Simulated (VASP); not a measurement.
# Si (I4/mmm) in VASP: further runs

Aim: see how the results for Si move with the level of theory and the settings. Levels: LDA, PBEsol, r2SCAN. Tasks: single point.

Everything below comes from runs of VASP 6.6.1. Logs are shortened: lines on timing, memory, paths and dates and some standing lists are left out, and cuts for length are marked.

### 1 The cell of the first run

The structure is tetragonal, space group I4/mmm (No. 139). The conventional cell has a = 6.781 Å, b = 6.781 Å, c = 3.920 Å, α = 90.00°, β = 90.00°, γ = 90.00°. Within 3.2 Å of Si (site symmetry m2m) lie 4 Si at 2.39 to 2.43 Å.

### 2 Single point, LDA

Input file INCAR:

```
ALGO = Normal
EDIFF = 1E-6
ENCUT = 520
ISIF = 2
ISMEAR = -1
LASPH = T
LCHARG = F
LREAL = F
LWAVE = F
NBANDS = 16
NELM = 100
PREC = Accurate
SIGMA = 0.05
```

Input file KPOINTS:

```
k-points
0
Gamma
  8 8 8
```

Input file POSCAR:

```
Si
1.0
   -3.3906656383      3.3906656383      1.9600890686
    3.3906656383     -3.3906656383      1.9600890686
    3.3906656383      3.3906656383     -1.9600890686
Si
4
Direct
    0.8211989400      0.1788010600      0.0000000000
    0.1788010600      0.8211989400      0.0000000000
    0.8211989400      0.8211989400      0.6423978800
    0.1788010600      0.1788010600      0.3576021200
```

Potentials or basis: VASP PAW LDA potentials, release 64 (Si).

On the command line:

```
$ cat potpaw_LDA.64/Si/POTCAR > POTCAR
$ mpirun -np 1 vasp_std > vasp.out
```

OUTCAR:

```text
EDIFF = 1E-6
   ENCUT = 520
   ISIF = 2
   ISMEAR = -1
   LASPH = T
   LREAL = F
   NELM = 100
   PREC = Accurate

 ion  position               nearest neighbor table
   1  0.821  0.179  0.000-   2 2.39   2 2.39   4 2.43   3 2.43
   2  0.179  0.821  0.000-   1 2.39   1 2.39   4 2.43   3 2.43
   3  0.821  0.821  0.642-   4 2.39   4 2.39   1 2.43   2 2.43
   4  0.179  0.179  0.358-   3 2.39   3 2.39   2 2.43   1 2.43

  LATTYP: Found a body centered tetragonal cell.
 ALAT       =     6.7813312766
 C/A-ratio  =     0.5780838566

  Lattice vectors:

 A1 = (  -3.3906656383,   3.3906656383,   1.9600890686)
 A2 = (   3.3906656383,  -3.3906656383,   1.9600890686)
 A3 = (   3.3906656383,   3.3906656383,  -1.9600890686)

Analysis of symmetry for initial positions (statically):
=====================================================================
 Subroutine PRICEL returns:
 Original cell was already a primitive cell.

 Routine SETGRP: Setting up the symmetry group for a
 body centered tetragonal supercell.

 Subroutine GETGRP returns: Found 16 space group operations
 (whereof 16 operations were pure point group operations)
 out of a pool of 16 trial point group operations.

The static configuration has the point symmetry D_4h.

Analysis of symmetry for dynamics (positions and initial velocities):
=====================================================================
 Subroutine PRICEL returns:
 Original cell was already a primitive cell.

 Routine SETGRP: Setting up the symmetry group for a
 body centered tetragonal supercell.

 Subroutine GETGRP returns: Found 16 space group operations
 (whereof 16 operations were pure point group operations)
 out of a pool of 16 trial point group operations.

The dynamic configuration has the point symmetry D_4h.

 Subroutine INISYM returns: Found 16 space group operations
 (whereof 16 operations are pure point group operations),
 and found     1 'primitive' translations

----------------------------------------------------------------------------------------

                                     Primitive cell

  volume of cell :      90.1375

  direct lattice vectors                    reciprocal lattice vectors
    -3.390665638  3.390665638  1.960089069     0.000000000  0.147463670  0.255090449
     3.390665638 -3.390665638  1.960089069     0.147463670  0.000000000  0.255090449
     3.390665638  3.390665638 -1.960089069     0.147463670  0.147463670  0.000000000
[... 89 lines left out ...]
   LREAL  =      F    real-space projection
   EDIFFG = 0.1E-04   stopping-criterion for IOM
   NSW    =      0    number of steps for IOM
   IBRION =     -1    ionic relax: 0-MD 1-quasi-New 2-CG
   NFREE  =      0    steps in history (QN), initial steepest desc. (CG)
   ISIF   =      2    stress and relaxation
   ISYM   =      2    0-nonsym 1-usesym 2-fastsym
   POTIM  = 0.5000    time-step for ionic-motion
   TEBEG  =    0.0;   TEEND  =   0.0 temperature during run
   PSTRESS=    0.0 pullay stress
   NELECT =      16.0000    total number of electrons
   NUPDOWN=      -1.0000    fix difference up-down
   EMIN   =  10.00;   EMAX   =-10.00  energy-range for DOS
   EFERMI =   0.00;   METHOD = LEGACY
   ISMEAR =    -1;   SIGMA  =   0.05  broadening in eV -4-tet -1-fermi 0-gaus
   EFERMI_NEDOS =   21; number of points for ismear=-14 and -15
   IALGO  =     38    algorithm
   IMIX   =      4    mixing-type and parameters
     AMIX     =   0.40;   BMIX     =  1.00
     AMIX_MAG =   1.60;   BMIX_MAG =  1.00
  volume/ion in A,a.u.               =      22.53       152.07
  Fermi-wavevector in a.u.,A,eV,Ry     =   0.920053  1.738648 11.517302  0.846498
  Thomas-Fermi vector in A             =   2.045316
   LORBIT       =      0    0 simple, 1 ext, 2 COOP (PROOUT), +10 PAW based schemes
   GGA     = CA    functional components
   LHFCALC =     F    Hartree Fock is set to
   AEXX    =    0.0000 exact exchange contribution
   IVDW    =     0    specifies the selected vdW correction
   LEPSILON=     F    determine dielectric tensor
   LRPA    =     F    only Hartree local field effects (RPA)
 non-spin polarized calculation
  energy-cutoff  :      520.00
  volume of cell :       90.14
 maximum number of plane-waves:      2449
 NGX is ok and might be reduce to    40
   NGX = 19   NGY = 19   NGZ = 19

 number of electron      16.0000000 magnetization

 Free energy of the ion-electron system (eV)
  ---------------------------------------------------
  ext. energy  EPLUGINS =         0.00000000
  ---------------------------------------------------
  free energy    TOTEN  =       -23.24357746 eV

  energy without entropy =      -23.24309637  energy(sigma->0) =      -23.24333691

 E-fermi :   4.8844     XC(G=0):  -9.0920

 val. band max:        4.8064687985   @ k =   0.5000   0.5000   0.5000
 cond. band min:       4.9518929058   @ k =   0.2500   0.2500   0.2500
 fundamental gap:      0.1454241073
 Fermi energy:         4.8844093556

 k-point     1 :       0.0000    0.0000    0.0000
  band No.  band energies     occupation
      1      -6.8305      2.00000
      2      -2.8579      2.00000
      3      -0.6205      2.00000
      4      -0.6205      2.00000
      5       1.2778      2.00000
      6       3.3978      2.00000
[... 433 lines left out ...]
      3      -2.7241      2.00000
      4      -1.5408      2.00000
      5       1.1227      2.00000
      6       2.1125      2.00000
[... 8 lines left out ...]
     15      11.9530      0.00000
     16      12.8649      0.00000

 [... further k-points ...]

------------------------ aborting loop because EDIFF is reached ----------------------------------------

  FORCE on cell =-STRESS in cart. coord.  units (eV):
  Direction    XX          YY          ZZ          XY          YZ          ZX
  --------------------------------------------------------------------------------------
  -------------------------------------------------------------------------------------
  Total       -3.2829771     -3.2829771     -3.5273825      0.0000000      0.0000000      0.0000000
  in kB      -58.3542797    -58.3542797    -62.6985378      0.0000000      0.0000000      0.0000000
  external PRESSURE =     -59.8023657 kB  Pullay stress =       0.0000000 kB

 VOLUME and BASIS-vectors are now :
 -----------------------------------------------------------------------------
  energy-cutoff  :      520.00
  volume of cell :       90.14
      direct lattice vectors                 reciprocal lattice vectors
    -3.390665638  3.390665638  1.960089069     0.000000000  0.147463670  0.255090449
     3.390665638 -3.390665638  1.960089069     0.147463670  0.000000000  0.255090449
     3.390665638  3.390665638 -1.960089069     0.147463670  0.147463670  0.000000000

 POSITION                                       TOTAL-FORCE (eV/Angst)
 -----------------------------------------------------------------------------------
     -2.17816      2.17816      1.96009        -0.068150      0.068150      0.000000
      2.17816     -2.17816      1.96009         0.068150     -0.068150     -0.000000
      2.17816      2.17816      1.96009         0.068150      0.068150     -0.000000
      1.21251      1.21251     -0.00000        -0.068150     -0.068150      0.000000
 -----------------------------------------------------------------------------------
    total drift:                               -0.000000     -0.000000      0.000000

  FREE ENERGIE OF THE ION-ELECTRON SYSTEM (eV)
  ---------------------------------------------------
  free  energy   TOTEN  =       -23.2435774612 eV

  energy  without entropy=      -23.2430963666  energy(sigma->0) =      -23.24333691
```

OSZICAR:

```text
N       E                     dE             d eps       ncg     rms          rms(c)
DAV:   1     0.224990423728E+02    0.22499E+02   -0.57294E+03  1888   0.801E+02
DAV:   2    -0.218404762800E+02   -0.44340E+02   -0.40109E+02  2552   0.116E+02
DAV:   3    -0.237269505356E+02   -0.18865E+01   -0.18723E+01  2592   0.226E+01
DAV:   4    -0.237528777949E+02   -0.25927E-01   -0.25923E-01  2392   0.340E+00
DAV:   5    -0.237534618693E+02   -0.58407E-03   -0.58406E-03  2616   0.486E-01    0.647E+00
DAV:   6    -0.234002508619E+02    0.35321E+00   -0.15597E-01  2184   0.184E+00    0.385E+00
DAV:   7    -0.232431231853E+02    0.15713E+00   -0.27448E-01  2288   0.242E+00    0.324E-01
DAV:   8    -0.232434147401E+02   -0.29155E-03   -0.26965E-02  2208   0.881E-01    0.177E-01
DAV:   9    -0.232435522162E+02   -0.13748E-03   -0.13868E-03  2552   0.210E-01    0.922E-02
DAV:  10    -0.232435752814E+02   -0.23065E-04   -0.23679E-04  2368   0.773E-02    0.305E-02
DAV:  11    -0.232435780607E+02   -0.27793E-05   -0.15920E-05  2536   0.221E-02    0.115E-02
DAV:  12    -0.232435774612E+02    0.59948E-06   -0.35537E-06  2288   0.956E-03
   1 F= -.23243577E+02 E0= -.23243337E+02  d E =-.481095E-03
```

Run time: 63 s. Hardware: 1 thread of AMD EPYC 7R13 (Zen 3), shared host; peak memory 0.18 GiB.

Results:

```
Free energy            : -23.2436 eV
Pressure               : -6.0 GPa
Largest force          : 0.096 eV/Å
Band gap on the k mesh : 0.15 eV (least direct gap 0.33 eV)
```

Forces in eV/Å, atoms in the order of the input:
```
Si  -0.068  0.068  0.000
Si   0.068 -0.068  0.000
Si   0.068  0.068  0.000
Si  -0.068 -0.068  0.000
```

Caveat: the cell stands under tension. A k mesh can miss the band edges.

### 3 Single point, PBEsol

Input file INCAR:

```
SYSTEM = Si
  PREC = Accurate
  ENCUT = 520
  EDIFF = 1E-6
  ISMEAR = -1
  SIGMA = 0.05
  LREAL = .False.
  LASPH = .True.
  NELM = 100
  ALGO = Normal
  ISIF = 2
  LWAVE = .False.
  LCHARG = .False.
  GGA = PS
  NBANDS = 16
```

Input file KPOINTS:

```
Automatic mesh
0
Gamma
  8 8 8
  0 0 0
```

POSCAR is that of step 2.

Potentials or basis: VASP PAW PBE potentials, release 64 (Si).

On the command line:

```
$ cat potpaw_PBE.64/Si/POTCAR > POTCAR
$ mpirun -np 1 vasp_std > vasp.out
```

Wall time 71 s (1 thread of AMD EPYC 7R13 (Zen 3), shared host); peak memory 0.22 GiB.

It converged, with:

- Free energy: -22.4640 eV
- Pressure: -4.6 GPa
- Largest force: 0.089 eV/Å
- Band gap on the k mesh: 0.16 eV (least direct gap 0.34 eV)

Forces in eV/Å, atoms in the order of the input:
```
Si  -0.063  0.063  0.000
Si   0.063 -0.063  0.000
Si   0.063  0.063  0.000
Si  -0.063 -0.063  0.000
```

Stress tensor (GPa, compression positive):
```
-4.51  0.00  0.00
 0.00 -4.51  0.00
 0.00  0.00 -4.84
```

Levels at points of the mesh, in eV from the valence-band top:
| k point | band 4 | band 5 | band 6 | band 7 | band 8 | band 9 | band 10 | band 11 | band 12 | band 13 |
| --- | --- | --- | --- | --- | --- | --- | --- | --- | --- | --- |
| (0.00, 0.00, 0.00) | -5.44 | -3.56 | -1.42 | -1.42 | -0.51 | 1.40 | 1.40 | 1.44 | 2.26 | 2.26 |
| (0.50, 0.00, 0.00) | -6.00 | -4.13 | -3.32 | -2.25 | -1.36 | 0.84 | 2.23 | 2.98 | 3.45 | 3.98 |
| (0.50, 0.50, 0.00) | -4.88 | -2.68 | -1.91 | -1.79 | -1.54 | 1.49 | 1.84 | 1.87 | 3.80 | 4.22 |
| (0.50, 0.50, 0.50) | -4.74 | -2.80 | -0.22 | 0.00 | 0.00 | 0.34 | 2.51 | 3.35 | 3.93 | 4.38 |

Caveat: the cell stands under tension; the PAW data sets were made with another functional, which shifts forces and pressure a little.

### 4 Single point, r2SCAN

This run uses another cell than the first one, of 19.98 Å³/atom.

Input file POSCAR:

```
Si
1.0
   -3.2575590318      3.2575590318      1.8831422881
    3.2575590318     -3.2575590318      1.8831422881
    3.2575590318      3.2575590318     -1.8831422881
Si
4
Direct
    0.8211989400      0.1788010600      0.0000000000
    0.1788010600      0.8211989400      0.0000000000
    0.8211989400      0.8211989400      0.6423978800
    0.1788010600      0.1788010600      0.3576021200
```

Input file INCAR.step1:

```
SYSTEM = Si
  PREC = Accurate
  ENCUT = 520
  ISMEAR = -1
  SIGMA = 0.05
  LREAL = .False.
  LASPH = .True.
  NELM = 80
  NBANDS = 16
  GGA = PE
  ALGO = Normal
  EDIFF = 1E-4
  LWAVE = .True.
  LCHARG = .False.
```

Input file INCAR.step2:

```
SYSTEM = Si
  PREC = Accurate
  ENCUT = 520
  EDIFF = 1E-7
  ISMEAR = -1
  SIGMA = 0.05
  LREAL = .False.
  LASPH = .True.
  NELM = 80
  ALGO = Normal
  ISIF = 2
  LWAVE = .False.
  LCHARG = .False.
  METAGGA = R2SCAN
  LMIXTAU = .True.
  NBANDS = 16
  ISTART = 1
```

Input file KPOINTS:

```
regular mesh
0
Gamma
  8 8 8
  0 0 0
```

On the command line:

```
$ cat potpaw_PBE.64/Si/POTCAR > POTCAR
$ cp INCAR.step1 INCAR
$ mpirun -np 1 vasp_std > vasp.out
$ cp INCAR.step2 INCAR
$ mpirun -np 1 vasp_std > vasp.out
```

It took 4.8 min on 1 thread of AMD EPYC 7R13 (Zen 3), shared host; peak memory 0.23 GiB.

Results (log left out):

- Free energy: -34.5382 eV
- Pressure: 6.2 GPa
- Largest force: 0.096 eV/Å
- Band gap on the k mesh: 0.25 eV (least direct gap 0.51 eV)

Forces on the atoms (eV/Å):
```
Si   0.068 -0.068  0.000
Si  -0.068  0.068  0.000
Si  -0.068 -0.068  0.000
Si   0.068  0.068  0.000
```

Stress tensor (GPa, compression positive):
```
6.07 0.00 0.00
0.00 6.07 0.00
0.00 0.00 6.37
```

Levels at points of the mesh, in eV from the valence-band top:
| k point | band 4 | band 5 | band 6 | band 7 | band 8 | band 9 | band 10 | band 11 | band 12 | band 13 |
| --- | --- | --- | --- | --- | --- | --- | --- | --- | --- | --- |
| (0.00, 0.00, 0.00) | -6.00 | -4.23 | -1.68 | -1.68 | -0.67 | 1.48 | 1.99 | 1.99 | 2.53 | 2.53 |
| (0.50, 0.00, 0.00) | -6.58 | -4.88 | -3.87 | -2.70 | -1.60 | 0.92 | 2.75 | 3.25 | 3.71 | 4.69 |
| (0.50, 0.50, 0.00) | -5.23 | -3.22 | -2.26 | -2.10 | -1.84 | 1.91 | 2.13 | 2.19 | 4.46 | 4.68 |
| (0.50, 0.50, 0.50) | -5.62 | -3.30 | -0.25 | 0.00 | 0.00 | 0.51 | 3.86 | 4.26 | 4.68 | 4.83 |

Caveat: the cell stands under pressure; the PAW data sets were made with another functional, which shifts forces and pressure a little. A k mesh can miss the band edges.

### 5 Single point, r2SCAN

This run uses another cell than the first one, of 20.41 Å³/atom.

Input file POSCAR:

```
Si
1.0
   -3.2805003442      3.2805003442      1.8964042905
    3.2805003442     -3.2805003442      1.8964042905
    3.2805003442      3.2805003442     -1.8964042905
Si
4
Direct
    0.8211989400      0.1788010600      0.0000000000
    0.1788010600      0.8211989400      0.0000000000
    0.8211989400      0.8211989400      0.6423978800
    0.1788010600      0.1788010600      0.3576021200
```

Input file INCAR.step1:

```
SYSTEM = Si
PREC = Accurate
ENCUT = 520
ISMEAR = -1
SIGMA = 0.05
LREAL = .FALSE.
LASPH = .TRUE.
NELM = 60
NBANDS = 16
GGA = PE
ALGO = Normal
EDIFF = 1E-4
LWAVE = .TRUE.
LCHARG = .FALSE.
```

Input file INCAR.step2:

```
SYSTEM = Si
PREC = Accurate
ENCUT = 520
EDIFF = 1E-6
ISMEAR = -1
SIGMA = 0.05
LREAL = .FALSE.
LASPH = .TRUE.
NELM = 60
ALGO = Normal
ISIF = 2
LWAVE = .FALSE.
LCHARG = .FALSE.
METAGGA = R2SCAN
LMIXTAU = .TRUE.
NBANDS = 16
ISTART = 1
```

Input file KPOINTS:

```
Automatic mesh
0
G
  8 8 8
  0 0 0
```

On the command line:

```
$ cat potpaw_PBE.64/Si/POTCAR > POTCAR
$ cp INCAR.step1 INCAR
$ mpirun -np 1 vasp_std > vasp.out
$ cp INCAR.step2 INCAR
$ mpirun -np 1 vasp_std > vasp.out
```

Run time: 4.6 min. Hardware: 1 thread of AMD EPYC 7R13 (Zen 3), shared host; peak memory 0.23 GiB.

It converged, with:

```yaml
Free_energy: -34.5911 eV
Pressure: 3.9 GPa
Largest_force: 0.062 eV/Å
Band_gap_on_the_k_mesh: 0.32 eV (least direct gap 0.54 eV)
```

Forces on the atoms (eV/Å):
```
Si   0.044 -0.044  0.000
Si  -0.044  0.044  0.000
Si  -0.044 -0.044  0.000
Si   0.044  0.044  0.000
```

Stress tensor (GPa, compression positive):
```
3.80 0.00 0.00
0.00 3.80 0.00
0.00 0.00 3.95
```

Levels at points of the mesh, in eV from the valence-band top:
```csv
k point,band 4,band 5,band 6,band 7,band 8,band 9,band 10,band 11,band 12,band 13
"(0.00, 0.00, 0.00)",-5.93,-4.13,-1.65,-1.65,-0.65,1.51,1.95,1.95,2.53,2.53
"(0.50, 0.00, 0.00)",-6.52,-4.77,-3.78,-2.64,-1.57,0.96,2.73,3.27,3.73,4.63
"(0.50, 0.50, 0.00)",-5.19,-3.14,-2.21,-2.05,-1.80,1.91,2.14,2.19,4.42,4.66
"(0.50, 0.50, 0.50)",-5.49,-3.24,-0.25,0.00,0.00,0.54,3.83,4.22,4.44,4.81
```

Caveat: the cell stands under pressure; the PAW data sets were made with another functional, which shifts forces and pressure a little. A k mesh can miss the band edges.

### 6 Single point, r2SCAN

This run uses another cell than the first one, of 20.83 Å³/atom.

Input file POSCAR:

```
Si
1.0
   -3.3031251995      3.3031251995      1.9094833541
    3.3031251995     -3.3031251995      1.9094833541
    3.3031251995      3.3031251995     -1.9094833541
Si
4
Direct
    0.8211989400      0.1788010600      0.0000000000
    0.1788010600      0.8211989400      0.0000000000
    0.8211989400      0.8211989400      0.6423978800
    0.1788010600      0.1788010600      0.3576021200
```

Input file INCAR.step1:

```
PREC = Accurate
ENCUT = 520
ISMEAR = -1
SIGMA = 0.05
LREAL = F
LASPH = T
NELM = 100
NBANDS = 16
GGA = PE
ALGO = Normal
EDIFF = 1E-4
LWAVE = T
LCHARG = F
```

Input file INCAR.step2:

```
PREC = Accurate
ENCUT = 520
EDIFF = 1E-7
ISMEAR = -1
SIGMA = 0.05
LREAL = F
LASPH = T
NELM = 100
ALGO = Normal
ISIF = 2
LWAVE = F
LCHARG = F
METAGGA = R2SCAN
LMIXTAU = T
NBANDS = 16
ISTART = 1
```

Input file KPOINTS:

```
Automatic mesh
0
Gamma
  8 8 8
```

Potentials or basis: VASP PAW PBE potentials, release 64 (Si).

On the command line:

```
$ cat potpaw_PBE.64/Si/POTCAR > POTCAR
$ cp INCAR.step1 INCAR
$ mpirun -np 1 vasp_std > vasp.out
$ cp INCAR.step2 INCAR
$ mpirun -np 1 vasp_std > vasp.out
```

Run time: 4.7 min. Hardware: 1 thread of AMD EPYC 7R13 (Zen 3), shared host; peak memory 0.24 GiB.

Results (log left out):

```yaml
Free_energy: -34.6207 eV
Pressure: 1.8 GPa
Largest_force: 0.031 eV/Å
Band_gap_on_the_k_mesh: 0.39 eV (least direct gap 0.56 eV)
```

Forces on the atoms (eV/Å):
```
Si   0.022 -0.022  0.000
Si  -0.022  0.022  0.000
Si  -0.022 -0.022  0.000
Si   0.022  0.022  0.000
```

Levels at points of the mesh, in eV from the valence-band top:
```
           k point  band 5  band 6  band 7  band 8  band 9  band 10  band 11  band 12
(0.00, 0.00, 0.00)   -4.04   -1.62   -1.62   -0.62    1.54     1.91     1.91     2.53
(0.50, 0.00, 0.00)   -4.67   -3.70   -2.58   -1.54    1.00     2.70     3.28     3.75
(0.50, 0.50, 0.00)   -3.07   -2.17   -2.00   -1.76    1.90     2.15     2.18     4.38
(0.50, 0.50, 0.50)   -3.17   -0.25    0.00    0.00    0.56     3.79     4.06     4.32
```

Caveat: the PAW data sets were made with another functional, which shifts forces and pressure a little.

### 7 Overview

| level | potentials or basis | cell | gap on the mesh (eV) | pressure (GPa) | largest force (eV/Å) |
| --- | --- | --- | --- | --- | --- |
| LDA | VASP PAW LDA potentials, release 64 (Si) | a = 5.180 Å, angles 98.2, 98.2, 135.5°, 4 atoms | 0.15 | -6.0 | 0.10 |
| PBEsol | VASP PAW PBE potentials, release 64 (Si) | a = 5.180 Å, angles 98.2, 98.2, 135.5°, 4 atoms | 0.16 | -4.6 | 0.09 |
| r2SCAN | VASP PAW PBE potentials, release 64 (Si) | a = 4.977 Å, angles 98.2, 98.2, 135.5°, 4 atoms | 0.25 | 6.2 | 0.10 |
| r2SCAN | VASP PAW PBE potentials, release 64 (Si) | a = 5.012 Å, angles 98.2, 98.2, 135.5°, 4 atoms | 0.32 | 3.9 | 0.06 |
| r2SCAN | VASP PAW PBE potentials, release 64 (Si) | a = 5.047 Å, angles 98.2, 98.2, 135.5°, 4 atoms | 0.39 | 1.8 | 0.03 |

Alike in all rows: task single point; no spin polarisation; k mesh 8 × 8 × 8; cutoff (eV) 520; smearing fermi-dirac 0.05 eV.

Caveats: the PAW data sets were made with another functional, which shifts forces and pressure a little (at least some runs); the cell stands under tension (at least some runs); the cell stands under pressure (at least some runs).

Total energies depend on the potentials used, so only differences within one code and one set of settings carry meaning.
